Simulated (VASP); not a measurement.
Here is a VASP 6.6.1 calculation.

File INCAR:

```
ALGO = Normal
EDIFF = 1E-6
ENCUT = 520
GGA = CA
ISIF = 2
ISMEAR = -1
LASPH = True
LCHARG = False
LREAL = False
LWAVE = False
NBANDS = 11
NELM = 60
PREC = Accurate
SIGMA = 0.03
```

The input KPOINTS:

```
k-points
0
Gamma
  8 8 8
```

The input POSCAR:

```
NaH
1.0
    0.0000000000      2.3864216652      2.3864216652
    2.3864216652      0.0000000000      2.3864216652
    2.3864216652      2.3864216652      0.0000000000
Na H
1 1
Direct
   -0.0750000000     -0.0750000000      0.0750000000
    0.5750000000      0.5750000000      0.4250000000
```

Potentials or basis: VASP PAW LDA potentials, release 64 (Na_pv, H).

Run with:

```sh
$ cat potpaw_LDA.64/Na_pv/POTCAR potpaw_LDA.64/H/POTCAR > POTCAR
$ mpirun -np 1 vasp_std > vasp.out
```

Question: What does it give for the largest force?

Answer: 2.313 eV/Å.

Question: What does it give for the band gap on the k mesh?

Answer: 3.28 eV, indirect (least direct gap 4.29 eV).

Question: Predict the pressure.

Answer: 5.1 GPa.

Forces on the atoms (eV/Å):
```
Na   0.000  0.000  2.313
H    0.000  0.000 -2.313
```

Caveat: the cell differs from its parent crystal (shortest bond scaled by 0.7); forces of over 1 eV/Å act on the atoms, so gaps and moduli don't describe the material at rest. A k mesh can miss the band edges.
